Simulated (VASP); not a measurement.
# Ag2Ir (R-3m) in VASP: a series of runs, part 2 of 2

VASP 6.6.1.

### 4 Relaxation of cell and atoms, PBE

This run uses another cell than the first one, of 18.11 Å³/atom.

File INCAR:

```
SYSTEM = Ag2Ir
PREC = Accurate
ENCUT = 600
EDIFF = 1E-6
ISMEAR = 0
SIGMA = 0.1
LREAL = .False.
LASPH = .True.
NELM = 100
ALGO = Fast
ISIF = 3
LWAVE = .False.
LCHARG = .False.
GGA = PE
IBRION = 2
NSW = 90
EDIFFG = -0.04
```

File KPOINTS:

```
regular mesh
0
Gamma
  6 6 6
  0 0 0
```

File POSCAR:

```
Ag2Ir
1.0
    1.7316102747      0.9997456582      5.2299059977
   -1.7316102747      0.9997456582      5.2299059977
    0.0000000000     -1.9994913164      5.2299059977
Ag Ir
2 1
Direct
    0.7500000000      0.7500000000      0.7500000000
    0.2500000000      0.2500000000      0.2500000000
    0.0000000000      0.0000000000      0.0000000000
```

Potentials or basis: VASP PAW PBE potentials, release 64 (Ag, Ir).

Command:

```bash
cat potpaw_PBE.64/Ag/POTCAR potpaw_PBE.64/Ir/POTCAR > POTCAR
mpirun -np 1 vasp_std > vasp.out
```

OUTCAR:

```text
SYSTEM = Ag2Ir
   PREC = Accurate
   ENCUT = 600
   EDIFF = 1E-6
   ISMEAR = 0
   LREAL = .False.
   LASPH = .True.
   NELM = 100
   ISIF = 3
   GGA = PE
   IBRION = 2
   NSW = 90
   EDIFFG = -0.04

 ion  position               nearest neighbor table
   1  0.750  0.750  0.750-   3 2.39   3 2.39   3 2.39   2 3.29   2 3.29   2 3.29   2 3.29   2 3.29
                             2 3.29
   2  0.250  0.250  0.250-   3 2.39   3 2.39   3 2.39   1 3.29   1 3.29   1 3.29   1 3.29   1 3.29
                             1 3.29
   3  0.000  0.000  0.000-   1 2.39   2 2.39   1 2.39   1 2.39   2 2.39   2 2.39

  LATTYP: Found a trigonal (rhomboedric) cell.
 ALAT       =     5.5990965583
 COS(alpha) =     0.8087090652

  Lattice vectors:

 A1 = (   1.7316102747,   0.9997456582,   5.2299059977)
 A2 = (  -1.7316102747,   0.9997456582,   5.2299059977)
 A3 = (   0.0000000000,  -1.9994913164,   5.2299059977)

Analysis of symmetry for initial positions (statically):
=====================================================================
 Subroutine PRICEL returns:
 Original cell was already a primitive cell.

 Routine SETGRP: Setting up the symmetry group for a
 trigonal (rhombohedral) supercell.

 Subroutine GETGRP returns: Found 12 space group operations
 (whereof 12 operations were pure point group operations)
 out of a pool of 12 trial point group operations.

The static configuration has the point symmetry D_3d.

Analysis of symmetry for dynamics (positions and initial velocities):
=====================================================================
 Subroutine PRICEL returns:
 Original cell was already a primitive cell.

 Routine SETGRP: Setting up the symmetry group for a
 trigonal (rhombohedral) supercell.

 Subroutine GETGRP returns: Found 12 space group operations
 (whereof 12 operations were pure point group operations)
 out of a pool of 12 trial point group operations.

The dynamic configuration has the point symmetry D_3d.

 Subroutine INISYM returns: Found 12 space group operations
 (whereof 12 operations are pure point group operations),
[... 118 lines left out ...]
     AMIX_MAG =   1.60;   BMIX_MAG =  1.00
  volume/ion in A,a.u.               =      18.11       122.20
  Fermi-wavevector in a.u.,A,eV,Ry     =   1.357898  2.566055 25.087603  1.843887
  Thomas-Fermi vector in A             =   2.484777
   LORBIT       =      0    0 simple, 1 ext, 2 COOP (PROOUT), +10 PAW based schemes
   GGA     = PE    functional components
   LHFCALC =     F    Hartree Fock is set to
   AEXX    =    0.0000 exact exchange contribution
   IVDW    =     0    specifies the selected vdW correction
   LEPSILON=     F    determine dielectric tensor
   LRPA    =     F    only Hartree local field effects (RPA)
 conjugate gradient relaxation of ions
 non-spin polarized calculation
 RMM-DIIS sequential band-by-band and
 Gauss-broadening in eV      SIGMA  =   0.10
  energy-cutoff  :      600.00
  volume of cell :       54.32
 maximum number of plane-waves:      1827
 NGX is ok and might be reduce to    48
   NGX = 23   NGY = 23   NGZ = 23

--------------------------------------- Ionic step        1  -------------------------------------------

 number of electron      30.9999998 magnetization

 Free energy of the ion-electron system (eV)
  ---------------------------------------------------
  ext. energy  EPLUGINS =         0.00000000
  ---------------------------------------------------
  free energy    TOTEN  =        -8.88242793 eV

  energy without entropy =       -8.86744416  energy(sigma->0) =       -8.87493605

------------------------ aborting loop because EDIFF is reached ----------------------------------------

  FORCE on cell =-STRESS in cart. coord.  units (eV):
  Direction    XX          YY          ZZ          XY          YZ          ZX
  --------------------------------------------------------------------------------------
  -------------------------------------------------------------------------------------
  Total       13.7650156     13.7650156     12.1667278      0.0000000     -0.0000000      0.0000000
  in kB      405.9779783    405.9779783    358.8389356      0.0000000     -0.0000000      0.0000000
  external PRESSURE =     390.2649640 kB  Pullay stress =       0.0000000 kB
[... 1166 lines left out ...]
  FREE ENERGIE OF THE ION-ELECTRON SYSTEM (eV)
  ---------------------------------------------------
  free  energy   TOTEN  =       -10.5775407334 eV

  energy  without entropy=      -10.5447947625  energy(sigma->0) =      -10.56116775

[... ionic steps 4 to 28 ...]

--------------------------------------- Ionic step       29  -------------------------------------------

 number of electron      30.9999993 magnetization

------------------------ aborting loop because EDIFF is reached ----------------------------------------
[... 69 lines left out ...]
--------------------------------------- Ionic step       31  -------------------------------------------

 number of electron      30.9999999 magnetization

 Free energy of the ion-electron system (eV)
  ---------------------------------------------------
  ext. energy  EPLUGINS =         0.00000000
  ---------------------------------------------------
  free energy    TOTEN  =       -13.54561309 eV

  energy without entropy =      -13.53054101  energy(sigma->0) =      -13.53807705

 E-fermi :   8.5285     XC(G=0): -12.6740

 val. band max:        8.5284253787   @ k =   0.5000   0.3333   0.3333
 cond. band min:       8.5311105520   @ k =   0.3333   0.3333   0.1667
 fundamental gap:      0.0026851733
 Fermi energy:         8.5285028691
[... 558 lines left out ...]
  FREE ENERGIE OF THE ION-ELECTRON SYSTEM (eV)
  ---------------------------------------------------
  free  energy   TOTEN  =       -13.5456130854 eV

  energy  without entropy=      -13.5305410135  energy(sigma->0) =      -13.53807705

 reached required accuracy - stopping structural energy minimisation
```

OSZICAR:

```text
N       E                     dE             d eps       ncg     rms          rms(c)
DAV:   1     0.254970672730E+03    0.25497E+03   -0.16669E+04  1216   0.176E+03
DAV:   2     0.766804279408E+00   -0.25420E+03   -0.24150E+03  1228   0.401E+02
[... 387 lines left out ...]
  30 F= -.13545578E+02 E0= -.13538058E+02  d E =-.230287E-01
       N       E                     dE             d eps       ncg     rms          rms(c)
DAV:   1    -0.135459376409E+02   -0.36032E-03   -0.30398E-02  1297   0.130E+00    0.104E-01
RMM:   2    -0.135456621335E+02    0.27551E-03   -0.66400E-04  1216   0.241E-01    0.444E-02
RMM:   3    -0.135456184669E+02    0.43667E-04   -0.11544E-04  1216   0.925E-02    0.225E-02
RMM:   4    -0.135456126884E+02    0.57785E-05   -0.29017E-05  1226   0.463E-02    0.919E-03
RMM:   5    -0.135456130854E+02   -0.39705E-06   -0.71990E-06  1039   0.244E-02
  31 F= -.13545613E+02 E0= -.13538077E+02  d E =-.230637E-01
```

Run time: 24 min. Hardware: 1 thread of Intel Xeon 6975P-C (Granite Rapids), shared host; peak memory 0.41 GiB.

What came out:

```
Free energy                           : -13.5456 eV
Relaxed volume                        : 16.35 Å³/atom
Relaxed cell                          : a = 7.511 Å, b = 7.511 Å, c = 7.511 Å, α = 21.31°, β = 21.31°, γ = 21.31°
Space group after relaxing (to 0.1 Å) : R-3m (No. 166)
Energy gained by relaxing             : 1554.4 meV/atom
Ionic steps                           : 31
Pressure after relaxing               : 0.3 GPa
Largest force after relaxing          : 0.009 eV/Å
Band gap on the k mesh                : zero (an odd number of electrons rules out a gap without spin polarisation)
```

Forces in eV/Å, atoms in the order of the input:
```
Ag   0.000  0.000 -0.009
Ag   0.000  0.000  0.009
Ir   0.000  0.000  0.000
```

The path:
```tsv
step	energy change (eV)	largest force (eV/Å)	pressure (GPa)	volume (Å³)
1	0.0000	5.5049	39.03	54.32
2	0.4193	0.8400	-12.66	96.89
3	-1.6951	0.6009	-5.26	68.89
4	-1.7217	0.8257	-3.61	67.48
5	-1.7280	1.0436	-1.93	66.26
6	-1.7280	0.9899	-2.28	66.51
7	-1.8537	1.0534	-2.28	64.64
8	-2.2407	1.0249	-0.97	59.23
9	-1.9413	3.2612	19.86	49.25
10	-2.3769	0.8787	0.69	56.95
11	-2.4677	0.2963	6.26	53.02
12	-2.4778	0.2615	3.79	54.33
13	-2.5383	0.0959	3.44	54.01
14	-2.6273	1.3492	3.48	53.06
15	-2.7736	1.5596	1.26	53.29
16	-3.1687	2.1171	-3.86	53.75
17	-3.7331	2.8895	-7.80	53.62
18	-2.7180	3.2822	25.47	49.82
19	-3.7368	3.3579	-5.68	53.26
20	-4.1042	2.4041	-4.53	52.20
21	-4.2202	1.8225	-1.48	51.29
22	-4.2229	1.7352	-0.66	51.12
23	-4.3311	1.5220	-2.01	51.03
24	-4.5505	0.9451	-4.71	50.67
25	-4.3898	0.7467	0.12	49.58
26	-4.5831	0.6466	-4.77	50.41
27	-4.6385	0.1955	2.94	48.05
28	-4.6401	0.2662	1.81	48.36
29	-4.6584	0.1066	0.92	48.73
30	-4.6632	0.0065	0.25	49.08
31	-4.6632	0.0090	0.30	49.05
```

Final structure:
```cif
data_structure
_symmetry_space_group_name_H-M 'P 1'
_symmetry_Int_Tables_number 1
_cell_length_a 7.5112
_cell_length_b 7.5112
_cell_length_c 7.5112
_cell_angle_alpha 21.314
_cell_angle_beta 21.314
_cell_angle_gamma 21.314
_cell_volume 49.05
loop_
_atom_site_label
_atom_site_type_symbol
_atom_site_fract_x
_atom_site_fract_y
_atom_site_fract_z
_atom_site_occupancy
Ag1 Ag 0.77691 0.77691 0.77691 1
Ag2 Ag 0.22309 0.22309 0.22309 1
Ir1 Ir 0.00000 0.00000 0.00000 1
```

Caveat: a cell axis changed by over 15 % at a fixed basis, so the end point is rough; spin-orbit coupling is left out, which moves the levels of the heavy elements.

### 5 Single point, PBE

This run uses another cell than the first one, of 16.34 Å³/atom.

File INCAR:

```
ALGO = Fast
EDIFF = 1E-6
ENCUT = 520
GGA = PE
ISIF = 2
ISMEAR = 0
LASPH = True
LCHARG = True
LELF = True
LREAL = False
LVHAR = True
LWAVE = False
NBANDS = 22
NELM = 80
PREC = Accurate
SIGMA = 0.1
```

File KPOINTS:

```
k-points
0
Gamma
  18 18 18
```

File POSCAR:

```
Ag2Ir
1.0
    1.3952732398      0.8055613806      7.2684021013
   -1.3952732398      0.8055613806      7.2684021013
    0.0000000000     -1.6111227611      7.2684021013
Ag Ir
2 1
Direct
    0.7767624329      0.7767624329      0.7767624329
    0.2232375671      0.2232375671      0.2232375671
    0.0000000000      0.0000000000      0.0000000000
```

Command:

```bash
cat potpaw_PBE.64/Ag/POTCAR potpaw_PBE.64/Ir/POTCAR > POTCAR
mpirun -np 1 vasp_std > vasp.out
```

Wall time 34 min (1 thread of Intel Xeon 6975P-C (Granite Rapids), shared host); peak memory 0.91 GiB.

It converged, with:

```yaml
Free_energy: -13.5546 eV
Pressure: -0.1 GPa
Largest_force: 0.004 eV/Å
Band_gap_on_the_k_mesh: zero (an odd number of electrons rules out a gap without spin polarisation)
```

Forces in eV/Å, atoms in the order of the input:
```
Ag   0.000  0.000  0.004
Ag   0.000  0.000 -0.004
Ir   0.000  0.000  0.000
```

Levels at points of the mesh, in eV from the Fermi level:
```tsv
k point	band 11	band 12	band 13	band 14	band 15	band 16	band 17	band 18	band 19	band 20
(0.00, 0.00, 0.00)	-3.31	-3.09	-3.09	-2.57	-2.14	-2.14	0.24	0.24	7.43	8.87
(0.50, 0.00, 0.00)	-2.54	-2.48	-0.76	-0.42	0.36	1.63	1.85	2.94	6.06	6.92
(0.50, 0.50, 0.00)	-2.48	-1.90	-1.73	-0.31	0.72	1.63	2.24	2.53	6.19	6.33
(0.50, 0.50, 0.50)	-3.47	-3.28	-3.28	-2.08	-2.08	-0.55	0.23	0.23	4.08	13.48
```

Caveat: spin-orbit coupling is left out, which moves the levels of the heavy elements.

### 6 Summary

```csv
task,cell,k mesh,cutoff (eV),gap on the mesh (eV),pressure (GPa),largest force (eV/Å)
single point,"a = 7.522 Å, angles 21.3°, 3 atoms, atomic positions A",6 × 6 × 6,520,none,0.0,-
single point,"a = 5.599 Å, angles 36.0°, 3 atoms, atomic positions B",6 × 6 × 6,520,none,39.0,5.50
relaxation of cell and atoms,"relaxed from a = 5.599 Å, angles 36.0°, 3 atoms, atomic positions B",6 × 6 × 6,600,none,0.3,0.01
single point,"a = 7.445 Å, angles 21.6°, 3 atoms, atomic positions A",18 × 18 × 18,520,none,-0.1,-
```

Alike in all rows: level PBE; potentials or basis VASP PAW PBE potentials, release 64 (Ag, Ir); no spin polarisation; smearing gaussian 0.1 eV.

Caveats: some runs use coarse meshes; spin-orbit coupling is left out, which moves the levels of the heavy elements; the cell stands under pressure (at least some runs); forces of over 1 eV/Å act on the atoms, so gaps and moduli don't describe the material at rest (at least some runs); a cell axis changed by over 15 % at a fixed basis, so the end point is rough (at least some runs).

Absolute energies hang on the potentials; compare differences alone.
